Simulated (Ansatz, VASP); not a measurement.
Ti in VASP and in Ansatz

```
Ti
1.0
     2.95000    0.00000    0.00000
    -1.47500    2.55477    0.00000
     0.00000    0.00000    4.68000
Ti
2
Direct
  0.66667 0.33333 0.75000
  0.33333 0.66667 0.25000
```

Alike in both runs: functional PBE-based screened hybrid with a share of 0.25 of exact exchange and HFSCREEN = 0.3; k mesh 5 × 5 × 3; occupations fermi-dirac, width 0.05 eV; no spin polarisation.

|  | VASP | Ansatz |
| --- | --- | --- |
| version | VASP 6.6.1 | Ansatz 0.2.0 |
| potentials or method | VASP PAW PBE potentials, release 64 (Ti_sv) | Ansatz PAW |
| plane-wave cutoff (eV) | 520 | 420 |
| valence electrons in the cell | 24 | 24 |
| task | single point | band structure |

```csv
,VASP,Ansatz,Ansatz less VASP
gap on the k mesh at the Fermi level (eV),none,none,-
pressure (GPa),-3.8,-3.3,+0.49
"traceless stress, the component that is largest in VASP (GPa)",-2.14,-2.16,-0.023
```

VASP's potentials were made for PBE, not for PBE-based screened hybrid. A gap of «none» marks a metal or a gap that the smearing closes. With one functional, cell and mesh, what is left measures potentials, basis and numerics.

The k mesh is coarse, so the values compare programs but aren't converged.
